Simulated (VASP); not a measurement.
Input of a VASP 6.6.1 run:

POSCAR

```
Ca
1.0
    0.0000000000      2.8780260000      2.7103740000
    2.8780260000      0.0000000000      2.7103740000
    2.8780260000      2.8780260000      0.0000000000
Ca
1
Direct
    0.0000000000      0.0000000000      0.0000000000
```

The input INCAR.step1:

```
SYSTEM = Ca
ALGO = Normal
EDIFF = 1E-4
ENCUT = 520
GGA = PE
ISMEAR = 0
LASPH = .TRUE.
LCHARG = .FALSE.
LREAL = .FALSE.
LWAVE = .TRUE.
NBANDS = 11
NELM = 60
PREC = Accurate
SIGMA = 0.15
```

The input INCAR.step2:

```
SYSTEM = Ca
ALGO = Normal
EDIFF = 1E-6
ENCUT = 520
ISIF = 2
ISMEAR = 0
ISTART = 1
LASPH = .TRUE.
LCHARG = .FALSE.
LMIXTAU = .TRUE.
LREAL = .FALSE.
LWAVE = .FALSE.
METAGGA = R2SCAN
NBANDS = 11
NELM = 60
PREC = Accurate
SIGMA = 0.15
```

File KPOINTS:

```
k-points
0
G
  14 14 14
  0 0 0
```

Potentials or basis: VASP PAW PBE potentials, release 64 (Ca_sv).

Run with:

```sh
$ cat potpaw_PBE.64/Ca_sv/POTCAR > POTCAR
$ cp INCAR.step1 INCAR
$ mpirun -np 1 vasp_std > vasp.out
$ cp INCAR.step2 INCAR
$ mpirun -np 1 vasp_std > vasp.out
```

(1) What does it give for the pressure?

(2) Predict the band gap on the k mesh.

Answers

(1) -0.6 GPa.

(2) zero (bands 5 and 6 overlap by 0.59 eV).

Caveat: the cell differs from its parent crystal (strain +0.030 along x and y, -0.030 along z); the PAW data sets were made with another functional, which shifts forces and pressure a little.
